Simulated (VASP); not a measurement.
Here is a VASP 6.6.1 calculation.

Contents of INCAR:

```
PREC = Accurate
ENCUT = 520
EDIFF = 1E-7
ISMEAR = -1
SIGMA = 0.08
LREAL = F
LASPH = T
NELM = 60
ALGO = Normal
ISIF = 2
LWAVE = F
LCHARG = T
GGA = CA
LELF = T
LVHAR = T
NBANDS = 32
```

File KPOINTS:

```
Automatic mesh
0
Gamma
  9 9 9
```

The input POSCAR:

```
Ti3Ag
1.0
    4.2420984238      0.0000000000      0.0000000000
    0.0000000000      4.2420984238      0.0000000000
    0.0000000000      0.0000000000      4.0019796451
Ti Ag
3 1
Direct
    0.0000000000      0.5000000000      0.5000000000
    0.5000000000      0.0000000000      0.5000000000
    0.5000000000      0.5000000000      0.0000000000
    0.0000000000      0.0000000000      0.0000000000
```

Potentials or basis: VASP PAW LDA potentials, release 64 (Ti_sv, Ag).

Launch:

```sh
$ cat potpaw_LDA.64/Ti_sv/POTCAR potpaw_LDA.64/Ag/POTCAR > POTCAR
$ mpirun -np 1 vasp_std > vasp.out
```

(1) What does it give for the pressure?

## Answers

(1) -13.1 GPa.
